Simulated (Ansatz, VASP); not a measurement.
SiO2: VASP beside Ansatz

File POSCAR:

```
SiO2
1.0
    0.0000000000      2.2641691115      2.2641691115
    2.3483962024      0.0000000000      2.2641691115
    2.3483962024      2.2641691115      0.0000000000
Si O
1 2
Direct
    0.0000000000      0.0000000000      0.0000000000
    0.2500000000      0.2500000000      0.2500000000
    0.7500000000      0.7500000000      0.7500000000
```

File INCAR.step1:

```
SYSTEM = SiO2
PREC = Accurate
ENCUT = 520
EDIFF = 1E-5
ISMEAR = 0
SIGMA = 0.01
LREAL = .FALSE.
LASPH = .TRUE.
NELM = 80
ALGO = Normal
ISIF = 2
LWAVE = .TRUE.
LCHARG = .FALSE.
GGA = PE
NBANDS = 15
```

Contents of INCAR.step2:

```
SYSTEM = SiO2
PREC = Accurate
ENCUT = 520
EDIFF = 1E-6
ISMEAR = 0
SIGMA = 0.01
LREAL = .FALSE.
LASPH = .TRUE.
NELM = 80
ALGO = Normal
ISIF = 2
LWAVE = .FALSE.
LCHARG = .FALSE.
GGA = PE
LHFCALC = .TRUE.
HFSCREEN = 0.2079
PRECFOCK = Normal
ISTART = 1
NBANDS = 15
```

The input KPOINTS:

```
regular mesh
0
G
  6 6 6
  0 0 0
```

Input for Ansatz:

```yaml
crystal:
  lattice:
    - [0.0, 2.2641691115, 2.2641691115]
    - [2.3483962024, 0.0, 2.2641691115]
    - [2.3483962024, 2.2641691115, 0.0]
  atoms:
    - { symbol: Si, position: [0.0, 0.0, 0.0] }
    - { symbol: O, position: [0.25, 0.25, 0.25] }
    - { symbol: O, position: [0.75, 0.75, 0.75] }
kpoints:
  mp_grid: { grid: [6, 6, 6] }
  band_path:
    path:
      - [0.0, 0.0, 0.0]
      - [0.5, 0.0, 0.5]
      - [0.625, 0.25, 0.625]
      - [0.375, 0.375, 0.75]
      - [0.5, 0.5, 0.5]
      - [0.5, 0.25, 0.75]
    npoints: 1
hamiltonian:
  xc: hse06
scf:
  occupations: { method: fixed }
  n_extra_bands: 4
output:
  forces: true
  stress: true
  eigenvalues: true
  write_density: true
  write_potential: true
  elf: true
  volumetric_format: npy
```

Change from the starting cell: uniaxial_x strain +3.7%.

Alike in both runs: task single point; functional HSE06; k mesh 6 × 6 × 6; no spin polarisation.

```csv
,VASP,Ansatz
version,VASP 6.6.1,Ansatz 0.2.0
potentials or method,"VASP PAW PBE potentials, release 64 (Si, O)","plane waves, PAW"
plane-wave cutoff (eV),520,420
occupations,"gaussian, width 0.01 eV",fixed
valence electrons in the cell,16,16
```

VASP gave:

```
gap on the k mesh at the Fermi level (eV)                     : 2.97
pressure (GPa)                                                : -13.8
traceless stress, the component that is largest in VASP (GPa) : -25.33
```

Problem. What did Ansatz give for the same quantities?

Solution. gap on the k mesh at the Fermi level (eV): 3.01; pressure (GPa): -14.1; traceless stress, the component that is largest in VASP (GPa): -25.36.

Ansatz's warnings: stress exchange threshold loose, stress scf threshold loose.
